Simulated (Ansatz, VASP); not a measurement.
**Two plane-wave programs on NiO**

INCAR

```
  PREC = Accurate
  ENCUT = 600
  EDIFF = 1E-6
  ISMEAR = -1
  SIGMA = 0.05
  LREAL = False
  LASPH = True
  NELM = 150
  ALGO = Normal
  ISIF = 3
  LWAVE = False
  LCHARG = False
  ISPIN = 2
  MAGMOM = 1 0
  LORBIT = 11
  LMAXMIX = 4
  GGA = PE
  IVDW = 12
  IBRION = 2
  NSW = 60
  EDIFFG = -0.01
```

The input KPOINTS:

```
Automatic mesh
0
Gamma
  11 11 11
```

File POSCAR:

```
NiO
1.0
    2.5046153800      0.0000000000      0.0000000000
    0.0000000000      2.5046153800      0.0000000000
    0.0000000000      0.0000000000      2.5046153800
Ni O
1 1
Direct
    0.0000000000      0.0000000000      0.0000000000
    0.5000000000      0.5000000000      0.5000000000
```

The input input.yaml:

```yaml
crystal:
  lattice:
    - [2.50461538, 0.0, 0.0]
    - [0.0, 2.50461538, 0.0]
    - [0.0, 0.0, 2.50461538]
  atoms:
    - { symbol: Ni, position: [0.0, 0.0, 0.0], spin: 1.0 }
    - { symbol: O, position: [0.5, 0.5, 0.5] }
hamiltonian:
  xc: pbe
  pseudopotentials: { kind: paw }
  dispersion: d3bj
magnetization:
  spin_polarized: true
kpoints:
  mp_grid: { grid: [11, 11, 11] }
scf:
  occupations: { method: fermi_dirac, width: 0.05 }
output:
  forces: true
  stress: true
  eigenvalues: true
relax:
  f_tol: 0.01
  max_steps: 40
  cell: { stress_tol: 0.05 }
```

Alike in both runs: task relaxation of cell and atoms; functional PBE; dispersion D3(BJ); k mesh 11 × 11 × 11; occupations fermi-dirac, width 0.05 eV; collinear spin.

|  | VASP | Ansatz |
| --- | --- | --- |
| version | VASP 6.6.1 | Ansatz 0.2.0 |
| potentials or method | VASP PAW PBE potentials, release 64 (Ni, O) | Ansatz PAW |
| plane-wave cutoff (eV) | 600 | 420 |
| valence electrons in the cell | 16 | 24 |

Ansatz gave:

| Quantity | Value |
| --- | --- |
| gap on the k mesh at the Fermi level, each at its own relaxed structure (eV) | none |
| net moment per atom (μB) | 0.98 |
| size of the moment on the site where the two differ most (μB) | 1.44 |
| relaxed volume (Å³/atom) | 8.81 |
| relaxed cell length with the largest relative difference (Å) | 2.602 |

Question: Which values does VASP return?

Answer: gap on the k mesh at the Fermi level, each at its own relaxed structure (eV): none; net moment per atom (μB): 0.00; size of the moment on the site where the two differ most (μB): 0.00; relaxed volume (Å³/atom): 8.49; relaxed cell length with the largest relative difference (Å): 2.570.

The net moments are unlike, so the other rows may belong to different states. Site moments also hang on the region over which each program counts them. A gap of «none» marks a metal or a gap that the smearing closes. VASP's potentials hold 16 valence electrons a cell and Ansatz's 24, so a difference there can come from the potentials and not from the codes.

Noted on Ansatz's run: the plane-wave basis is chosen anew once the cell has moved, so the energies of steps on either side of that aren't comparable.
